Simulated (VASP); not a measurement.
# Sc4BSb3 (P6_3/mmc) in VASP: notebook, part 2 of 2

VASP 6.6.1. Earlier steps stand in the parts before.

## (3) Single point, PBE

Contents of INCAR:

```
PREC = Accurate
ENCUT = 520
EDIFF = 1E-6
ISMEAR = 0
SIGMA = 0.2
LREAL = Auto
LASPH = True
NELM = 60
ALGO = Normal
ISIF = 2
LWAVE = False
LCHARG = False
GGA = PE
NBANDS = 76
```

Contents of KPOINTS:

```
regular mesh
0
Gamma
  5 5 1
```

Contents of POSCAR:

```
Sc4BSb3
1.0
    3.8336879425      0.0000000000      0.0000000000
   -1.9168439713      3.3200711484      0.0000000000
    0.0000000000      0.0000000000     28.7741518862
Sc B Sb
8 2 6
Direct
    0.0000000000      0.0000000000      0.1985131120
    0.3333333333      0.6666666667      0.0653339197
    0.0000000000      0.0000000000      0.8014868880
    0.6666666667      0.3333333333      0.9346660803
    0.0000000000      0.0000000000      0.3014868880
    0.3333333333      0.6666666667      0.4346660803
    0.0000000000      0.0000000000      0.6985131120
    0.6666666667      0.3333333333      0.5653339197
    0.6666666667      0.3333333333      0.7500000000
    0.3333333333      0.6666666667      0.2500000000
    0.6666666667      0.3333333333      0.1301972690
    0.3333333333      0.6666666667      0.8698027310
    0.0000000000      0.0000000000      0.0000000000
    0.6666666667      0.3333333333      0.3698027310
    0.3333333333      0.6666666667      0.6301972690
    0.0000000000      0.0000000000      0.5000000000
```

Potentials or basis: VASP PAW PBE potentials, release 64 (Sc_sv, B, Sb).

Started as:

```
$ cat potpaw_PBE.64/Sc_sv/POTCAR potpaw_PBE.64/B/POTCAR potpaw_PBE.64/Sb/POTCAR > POTCAR
$ mpirun -np 1 vasp_std > vasp.out
```

OUTCAR:

```text
PREC = Accurate
   ENCUT = 520
   EDIFF = 1E-6
   ISMEAR = 0
   LREAL = Auto
   LASPH = True
   NELM = 60
   ISIF = 2
   GGA = PE

 ion  position               nearest neighbor table
   1  0.000  0.000  0.199-  10 2.66  10 2.66  10 2.66  11 2.96  11 2.96  11 2.96   5 2.96
   2  0.333  0.667  0.065-  11 2.90  11 2.90  11 2.90  13 2.90  13 2.90  13 2.90
   3  0.000  0.000  0.801-   9 2.66   9 2.66   9 2.66  12 2.96  12 2.96  12 2.96   7 2.96
   4  0.667  0.333  0.935-  12 2.90  12 2.90  12 2.90  13 2.90  13 2.90  13 2.90
   5  0.000  0.000  0.301-  10 2.66  10 2.66  10 2.66  14 2.96  14 2.96  14 2.96   1 2.96
   6  0.333  0.667  0.435-  14 2.90  14 2.90  14 2.90  16 2.90  16 2.90  16 2.90
   7  0.000  0.000  0.699-   9 2.66   9 2.66   9 2.66  15 2.96  15 2.96  15 2.96   3 2.96
[... 606 lines left out ...]
  external PRESSURE =       2.7457158 kB  Pullay stress =       0.0000000 kB

 VOLUME and BASIS-vectors are now :
 -----------------------------------------------------------------------------
  energy-cutoff  :      520.00
  volume of cell :      366.24
      direct lattice vectors                 reciprocal lattice vectors
     3.833687943  0.000000000  0.000000000     0.260845435  0.150599182  0.000000000
    -1.916843971  3.320071148  0.000000000     0.000000000  0.301198365  0.000000000
     0.000000000  0.000000000 28.774151886     0.000000000  0.000000000  0.034753414

 POSITION                                       TOTAL-FORCE (eV/Angst)
 -----------------------------------------------------------------------------------
      0.00000      0.00000      5.71205        -0.000000      0.000000      0.042258
     -0.00000      2.21338      1.87993         0.000000     -0.000000     -0.015296
      0.00000      0.00000     23.06211         0.000000      0.000000     -0.042258
      1.91684      1.10669     26.89422        -0.000000      0.000000      0.015296
      0.00000      0.00000      8.67503        -0.000000      0.000000     -0.042258
     -0.00000      2.21338     12.50715         0.000000     -0.000000      0.015296
[... 8 lines left out ...]
     -0.00000      2.21338     18.13339         0.000000      0.000000     -0.006650
      0.00000      0.00000     14.38708         0.000000      0.000000      0.000000
 -----------------------------------------------------------------------------------
    total drift:                               -0.000001      0.000000     -0.000000

  FREE ENERGIE OF THE ION-ELECTRON SYSTEM (eV)
  ---------------------------------------------------
  free  energy   TOTEN  =       -95.7674623730 eV

  energy  without entropy=      -95.5531714315  energy(sigma->0) =      -95.66031690
```

stdout:

```text
POSCAR found type information on POSCAR ScB Sb
 POSCAR found :  3 types and      16 ions
 scaLAPACK will be used
 LDA part: xc-table for (Slater+PW92), standard interpolation
 POSCAR, INCAR and KPOINTS ok, starting setup
 FFT: planning ... GRIDC
 FFT: planning ... GRID_SOFT
 FFT: planning ... GRID
 WAVECAR not read
 entering main loop
```

Wall time 8 min (1 thread of Oxide Virtual Turin-like, shared host); peak memory 0.45 GiB.

Results:

| Quantity | Value |
| --- | --- |
| Free energy | -95.7675 eV |
| Pressure | 0.3 GPa |
| Largest force | 0.042 eV/Å |
| Band gap on the k mesh | zero (bands 62 and 63 overlap by 1.22 eV) |

Forces in eV/Å, atoms in the order of the input:
```
Sc   0.000  0.000  0.042
Sc   0.000  0.000 -0.015
Sc   0.000  0.000 -0.042
Sc   0.000  0.000  0.015
Sc   0.000  0.000 -0.042
Sc   0.000  0.000  0.015
Sc   0.000  0.000  0.042
Sc   0.000  0.000 -0.015
B    0.000  0.000  0.000
B    0.000  0.000  0.000
Sb   0.000  0.000 -0.007
Sb   0.000  0.000  0.007
Sb   0.000  0.000  0.000
Sb   0.000  0.000  0.007
Sb   0.000  0.000 -0.007
Sb   0.000  0.000  0.000
```

Stress tensor (GPa, compression positive):
```
0.13 0.00 0.00
0.00 0.13 0.00
0.00 0.00 0.57
```

Caveat: the k points lie up to 0.38 Å⁻¹ apart, too coarse for converged energies and pressures of a metal; spin-orbit coupling is left out, which moves the levels of the heavy elements.

## (4) Single point, PBE

This run uses another cell than the first one, of 23.95 Å³/atom.

Contents of INCAR:

```
SYSTEM = Sc4BSb3
PREC = Accurate
ENCUT = 520
EDIFF = 1E-6
ISMEAR = 0
SIGMA = 0.2
LREAL = Auto
LASPH = .TRUE.
NELM = 60
ALGO = Normal
ISIF = 2
LWAVE = .FALSE.
LCHARG = .FALSE.
GGA = PE
NBANDS = 76
```

Contents of KPOINTS:

```
Automatic mesh
0
G
  3 3 3
  0 0 0
```

Contents of POSCAR:

```
Sc4BSb3
1.0
    7.9321847408      0.0000000000      0.0000000000
   -3.9660923704      6.8694734931      0.0000000000
    0.0000000000      0.0000000000      7.0324705795
Sc B Sb
8 2 6
Direct
    0.5000000000      0.5000000000      0.0000000000
    0.5000000000      0.5000000000      0.5000000000
    0.0000000000      0.5000000000      0.0000000000
    0.5000000000      0.0000000000      0.0000000000
    0.0000000000      0.0000000000      0.5000000000
    0.0000000000      0.0000000000      0.0000000000
    0.5000000000      0.0000000000      0.5000000000
    0.0000000000      0.5000000000      0.5000000000
    0.3333333333      0.6666666667      0.7500000000
    0.6666666667      0.3333333333      0.2500000000
    0.6665182976      0.8332591488      0.2500000000
    0.1667408512      0.8332591488      0.2500000000
    0.8332591488      0.1667408512      0.7500000000
    0.3334817024      0.1667408512      0.7500000000
    0.1667408512      0.3334817024      0.2500000000
    0.8332591488      0.6665182976      0.7500000000
```

Potentials or basis: VASP PAW PBE potentials, release 64 (Sc_sv, B, Sb).

Started as:

```
$ cat potpaw_PBE.64/Sc_sv/POTCAR potpaw_PBE.64/B/POTCAR potpaw_PBE.64/Sb/POTCAR > POTCAR
$ mpirun -np 1 vasp_std > vasp.out
```

OUTCAR:

```text
SYSTEM = Sc4BSb3
   PREC = Accurate
   ENCUT = 520
   EDIFF = 1E-6
   ISMEAR = 0
   LREAL = Auto
   LASPH = .TRUE.
   NELM = 60
   ISIF = 2
   GGA = PE

 ion  position               nearest neighbor table
   1  0.500  0.500  0.000-  15 2.89  16 2.89  11 2.89  14 2.89
   2  0.500  0.500  0.500-  15 2.89  16 2.89  11 2.89  14 2.89
   3  0.000  0.500  0.000-  15 2.89  16 2.89  12 2.89  13 2.89
   4  0.500  0.000  0.000-  11 2.89  14 2.89  13 2.89  12 2.89
   5  0.000  0.000  0.500-  12 2.89  13 2.89  11 2.89  14 2.89  15 2.89  16 2.89
   6  0.000  0.000  0.000-  12 2.89  13 2.89  11 2.89  14 2.89  15 2.89  16 2.89
   7  0.500  0.000  0.500-  11 2.89  14 2.89  13 2.89  12 2.89
[... 683 lines left out ...]
  in kB        1.1623945      1.1623945      2.5042328      0.0000000      0.0000000     -0.0000000
  external PRESSURE =       1.6096739 kB  Pullay stress =       0.0000000 kB

 VOLUME and BASIS-vectors are now :
 -----------------------------------------------------------------------------
  energy-cutoff  :      520.00
  volume of cell :      383.20
      direct lattice vectors                 reciprocal lattice vectors
     7.932184741  0.000000000  0.000000000     0.126068672  0.072785782  0.000000000
    -3.966092370  6.869473493  0.000000000     0.000000000  0.145571564  0.000000000
     0.000000000  0.000000000  7.032470579     0.000000000  0.000000000  0.142197538

 POSITION                                       TOTAL-FORCE (eV/Angst)
 -----------------------------------------------------------------------------------
      1.98305      3.43474      0.00000        -0.000000      0.000000     -0.000000
      1.98305      3.43474      3.51624        -0.000000      0.000000     -0.000000
     -1.98305      3.43474      0.00000        -0.000000      0.000000     -0.000000
      3.96609      0.00000      0.00000        -0.000000      0.000000     -0.000000
      0.00000      0.00000      3.51624        -0.000000      0.000000     -0.000000
      0.00000      0.00000      0.00000        -0.000000      0.000000     -0.000000
[... 8 lines left out ...]
     -0.00000      2.29084      1.75812        -0.000000     -0.012343      0.000000
      3.96609      4.57863      5.27435        -0.000000      0.012343     -0.000000
 -----------------------------------------------------------------------------------
    total drift:                               -0.000001      0.000000      0.000000

  FREE ENERGIE OF THE ION-ELECTRON SYSTEM (eV)
  ---------------------------------------------------
  free  energy   TOTEN  =       -94.4860525435 eV

  energy  without entropy=      -94.2188166913  energy(sigma->0) =      -94.35243462
```

It took 8.1 min on 1 thread of Oxide Virtual Turin-like, shared host; peak memory 0.45 GiB.

Results:

| Property | Result |
| --- | --- |
| Free energy | -94.4861 eV |
| Pressure | 0.2 GPa |
| Largest force | 0.012 eV/Å |
| Band gap on the k mesh | zero (bands 62 and 63 overlap by 0.13 eV) |

Forces in eV/Å, atoms in the order of the input:
```
Sc   0.000  0.000  0.000
Sc   0.000  0.000  0.000
Sc   0.000  0.000  0.000
Sc   0.000  0.000  0.000
Sc   0.000  0.000  0.000
Sc   0.000  0.000  0.000
Sc   0.000  0.000  0.000
Sc   0.000  0.000  0.000
B    0.000  0.000  0.000
B    0.000  0.000  0.000
Sb   0.011  0.006  0.000
Sb  -0.011  0.006  0.000
Sb   0.011 -0.006  0.000
Sb  -0.011 -0.006  0.000
Sb   0.000 -0.012  0.000
Sb   0.000  0.012  0.000
```

Levels at points of the mesh, in eV from the Fermi level:
```tsv
k point	band 59	band 60	band 61	band 62	band 63	band 64
(0.00, 0.00, 0.00)	-0.22	-0.14	0.05	0.05	0.31	0.32
```

Caveat: spin-orbit coupling is left out, which moves the levels of the heavy elements.

## (5) The runs side by side

```tsv
cell	k mesh	smearing	gap on the mesh (eV)	pressure (GPa)	largest force (eV/Å)
a = 3.827, b = 3.827, c = 28.857 Å, angles 90.0, 90.0, 120.0°, 16 atoms, atomic positions A	12 × 12 × 1	gaussian 0.1 eV	none	0.1	0.02
a = 3.834, b = 3.834, c = 28.774 Å, angles 90.0, 90.0, 120.0°, 16 atoms, atomic positions A	5 × 5 × 1	gaussian 0.2 eV	none	0.3	0.04
a = 7.932, b = 7.932, c = 7.032 Å, angles 90.0, 90.0, 120.0°, 16 atoms, atomic positions B	3 × 3 × 3	gaussian 0.2 eV	none	0.2	0.01
```

Alike in all rows: task single point; level PBE; potentials or basis VASP PAW PBE potentials, release 64 (Sc_sv, B, Sb); no spin polarisation; cutoff (eV) 520.

Caveats: some runs use coarse meshes; spin-orbit coupling is left out, which moves the levels of the heavy elements.

Total energies depend on the potentials used, so only differences within one code and one set of settings carry meaning.
